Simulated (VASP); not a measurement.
Runs of VASP 6.6.1 on AlRu. The structure is that of space group Pm-3m (No. 221), or close to it. The cells are those of the table. 

| cell | gap on the mesh (eV) | pressure (GPa) |
| --- | --- | --- |
| a = 3.066, b = 3.066, c = 3.141 Å, 2 atoms | none | -18.7 |
| a = 2.917, b = 2.917, c = 2.842 Å, 2 atoms | none | (a) |
| a = 3.066, b = 3.066, c = 2.917 Å, 2 atoms | none | -6.4 |
| a = 2.992, b = 2.992, c = 2.917 Å, 2 atoms | none | 4.0 |
| a = 2.842, b = 2.842, c = 3.066 Å, 2 atoms | none | 18.7 |
| a = 2.917, b = 2.917, c = 3.066 Å, 2 atoms | none | 4.3 |
| a = 2.917, b = 2.917, c = 2.992 Å, 2 atoms | none | (b) |
| a = 3.141, b = 3.141, c = 2.992 Å, 2 atoms | none | -18.4 |

Alike in all rows: task single point; level r2SCAN; potentials or basis VASP PAW PBE potentials, release 64 (Al, Ru_pv); no spin polarisation; k mesh 16 × 16 × 16; cutoff (eV) 520; smearing gaussian 0.15 eV.

Task: Estimate the missing entries.

Result: (a) 25.6; (b) 10.4.

Caveats: the PAW data sets were made with another functional, which shifts forces and pressure a little; the cell stands under tension (at least some runs); the stress differs along the axes, from 23 to 30 GPa (at least some runs); the stress differs along the axes, from -9 to -0 GPa (at least some runs); the stress differs along the axes, from 2 to 7 GPa (at least some runs); the stress differs along the axes, from 8 to 24 GPa (at least some runs); the stress differs along the axes, from -2 to 7 GPa (at least some runs).

A k mesh can miss the band edges, and the runs leave out spin-orbit coupling on Ru.

A gap of «none» marks levels without a gap at the run's occupations.
